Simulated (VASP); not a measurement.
# HoS4 (P-3m1) in VASP: a series of runs, part 3 of 3

VASP 6.6.1.

### Step 6. Relaxation of cell and atoms, PBE

This run uses another cell than the first one, of 28.06 Å³/atom.

File INCAR:

```
SYSTEM = HoS4
ALGO = Normal ; EDIFF = 1E-7
EDIFFG = -0.01 ; ENCUT = 500
GGA = PE ; GGA_COMPAT = .FALSE.
IBRION = 2 ; ISIF = 3
ISMEAR = 0 ; LASPH = .TRUE.
LCHARG = .FALSE. ; LMAXMIX = 6
LREAL = .FALSE. ; LWAVE = .FALSE.
NELM = 200 ; NELMIN = 4
NSW = 100 ; PREC = Accurate
SIGMA = 0.1
```

File KPOINTS:

```
k-points
0
G
  12 12 4
  0 0 0
```

File POSCAR:

```
HoS4
1.0
    4.2786459993      0.0000000000      0.0000000000
   -2.1393229997      3.7054161292      0.0000000000
    0.0000000000      0.0000000000      8.8484347953
Ho S
1 4
Direct
    0.0000000000      0.0000000000      0.5000000000
    0.0000000000      0.0000000000      0.7868332090
    0.0000000000      0.0000000000      0.2131667910
    0.3333333333      0.6666666667      0.3079337715
    0.6666666667      0.3333333333      0.6920662285
```

Potentials or basis: VASP PAW PBE potentials, release 64 (Ho_3, S), 4f in core.

On the command line:

```console
> cat potpaw_PBE.64/Ho_3/POTCAR potpaw_PBE.64/S/POTCAR > POTCAR
> mpirun -np 1 vasp_std > vasp.out
```

Run time: 38 min. Hardware: 1 thread of AMD EPYC 9R45 (Zen 5), shared host; peak memory 0.34 GiB.

The run converged. Its results:

- Free energy: -21.4423 eV
- Relaxed volume: 29.46 Å³/atom
- Relaxed cell: a = 4.273 Å, b = 4.273 Å, c = 9.313 Å, α = 90.00°, β = 90.00°, γ = 120.00°
- Space group after relaxing (to 0.1 Å): P-3m1 (No. 164)
- Energy gained by relaxing: 2.5 meV/atom
- Ionic steps: 28
- Pressure after relaxing: 0.0 GPa
- Largest force after relaxing: 0.005 eV/Å
- Band gap on the k mesh: zero (an odd number of electrons rules out a gap without spin polarisation)

Forces on the atoms (eV/Å):
```
Ho   0.000  0.000  0.000
S    0.000  0.000  0.001
S    0.000  0.000 -0.001
S    0.000  0.000  0.005
S    0.000  0.000 -0.005
```

The path:
```
step  energy change (eV)  largest force (eV/Å)  pressure (GPa)  volume (Å³)
   1              0.0000                0.1143            0.12       140.28
   2             -0.0019                0.1020           -0.23       140.70
   3             -0.0021                0.1046           -0.16       140.60
   4             -0.0035                0.0785           -0.01       140.20
   5             -0.0041                0.0432            0.19       139.65
   6             -0.0053                0.0398            0.12       140.12
   7             -0.0062                0.0699           -0.06       141.51
   8             -0.0063                0.0615           -0.02       141.15
   9             -0.0069                0.0269            0.06       141.31
  10             -0.0073                0.0199            0.16       141.53
  11             -0.0075                0.0169            0.15       141.64
  12             -0.0082                0.0130            0.11       141.94
  13             -0.0092                0.0109            0.04       142.56
  14             -0.0105                0.0458           -0.09       143.79
  15             -0.0104                0.1122           -0.33       146.24
  16             -0.0109                0.0733           -0.20       144.89
  17             -0.0113                0.0595           -0.16       145.13
  18             -0.0120                0.0172           -0.05       145.85
  19             -0.0114                0.0806            0.20       147.27
  20             -0.0121                0.0189            0.03       146.26
  21             -0.0121                0.0186            0.02       146.23
  22             -0.0120                0.0176           -0.01       146.04
  23             -0.0121                0.0183            0.02       146.19
  24             -0.0121                0.0178            0.01       146.27
  25             -0.0121                0.0159            0.00       146.51
  26             -0.0122                0.0122           -0.03       147.01
  27             -0.0122                0.0099           -0.02       147.08
  28             -0.0123                0.0052            0.01       147.29
```

Final structure:
```
Ho S
1.0
     4.27343    0.00000    0.00000
    -2.13671    3.70090    0.00000
     0.00000    0.00000    9.31278
Ho S
1 4
Direct
  0.00000 0.00000 0.50000
  0.00000 0.00000 0.77369
  0.00000 0.00000 0.22631
  0.33333 0.66667 0.32043
  0.66667 0.33333 0.67957
```

Levels at points of the mesh, in eV from the Fermi level:
| k point | band 14 | band 15 | band 16 | band 17 | band 18 | band 19 |
| --- | --- | --- | --- | --- | --- | --- |
| (0.00, 0.00, 0.00) | -2.12 | -1.09 | -0.95 | -0.95 | -0.25 | -0.25 |
| (0.50, 0.00, 0.00) | -2.03 | -1.23 | 0.02 | 0.83 | 0.86 | 1.19 |
| (0.00, 0.00, 0.50) | -2.34 | -1.34 | -0.96 | -0.96 | -0.23 | -0.23 |
| (0.50, 0.00, 0.50) | -1.97 | -1.46 | -0.04 | 0.81 | 0.88 | 1.18 |

Caveat: spin-orbit coupling is left out, which moves the levels of the heavy elements; this functional lacks dispersion, which binds layers or chains, so the pressure and a relaxed spacing across them are unreliable; the 4f electrons are frozen in the core, so they carry no moment and show no levels; the run has no spin polarisation, though such a crystal can be magnetic.

### Step 7. Overview

```tsv
task	cell	k mesh	gap on the mesh (eV)	pressure (GPa)	relaxed volume (Å³/atom)	largest force (eV/Å)
single point	a = 4.257, b = 4.257, c = 7.720 Å, angles 90.0, 90.0, 120.0°, 5 atoms, atomic positions A	6 × 6 × 2	none	3.7	-	1.30
single point	a = 4.279, b = 4.279, c = 8.848 Å, angles 90.0, 90.0, 120.0°, 5 atoms, atomic positions B	6 × 6 × 2	none	0.2	-	0.02
relaxation of cell and atoms	relaxed from a = 4.257, b = 4.257, c = 7.720 Å, angles 90.0, 90.0, 120.0°, 5 atoms, atomic positions A	6 × 6 × 2	none	-0.1	28.62	0.01
single point	a = 4.281, b = 4.281, c = 9.348 Å, angles 90.0, 90.0, 120.0°, 5 atoms, atomic positions C	12 × 12 × 4	none	0.0	-	0.04
relaxation of cell and atoms	relaxed from a = 4.279, b = 4.279, c = 8.848 Å, angles 90.0, 90.0, 120.0°, 5 atoms, atomic positions B	12 × 12 × 4	none	0.0	29.46	0.01
```

Alike in all rows: level PBE; potentials or basis VASP PAW PBE potentials, release 64 (Ho_3, S), 4f in core; no spin polarisation; cutoff (eV) 500; smearing gaussian 0.1 eV.

Caveats: some runs use coarse meshes; spin-orbit coupling is left out, which moves the levels of the heavy elements; the 4f electrons are frozen in the core, so they carry no moment and show no levels; the run has no spin polarisation, though such a crystal can be magnetic; this functional lacks dispersion, which binds layers or chains, so the pressure and a relaxed spacing across them are unreliable (at least some runs); forces of over 1 eV/Å act on the atoms, so gaps and moduli don't describe the material at rest (at least some runs); the volume moved by over 15 % at a fixed basis, so the end points are rough (at least some runs).

Absolute energies hang on the potentials; compare differences alone.
